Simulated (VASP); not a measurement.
Runs of VASP 6.6.1 on TiAl. The structure is that of space group Pm-3m (No. 221), or close to it. The cells are those of the table. 

| cell | gap on the mesh (eV) | pressure (GPa) |
| --- | --- | --- |
| a = 3.052, b = 3.052, c = 2.925 Å, 2 atoms | none | 18.0 |
| a = 2.925, b = 2.925, c = 3.052 Å, 2 atoms | none | 26.7 |
| a = 2.925 Å, 2 atoms | none | 36.8 |
| a = 3.052, b = 3.052, c = 3.179 Å, 2 atoms | none | (a) |
| a = 3.433 Å, 2 atoms | none | (b) |

Alike in all rows: task single point; level LDA; potentials or basis VASP PAW LDA potentials, release 64 (Ti_sv, Al); no spin polarisation; k mesh 16 × 16 × 16; cutoff (eV) 520; smearing gaussian 0.15 eV.

Q: Estimate the missing entries.

A: (a) 4.2; (b) -19.6.

Caveats: the cell stands under pressure (at least some runs); the cell stands under tension (at least some runs).

A gap of «none» marks levels without a gap at the run's occupations.
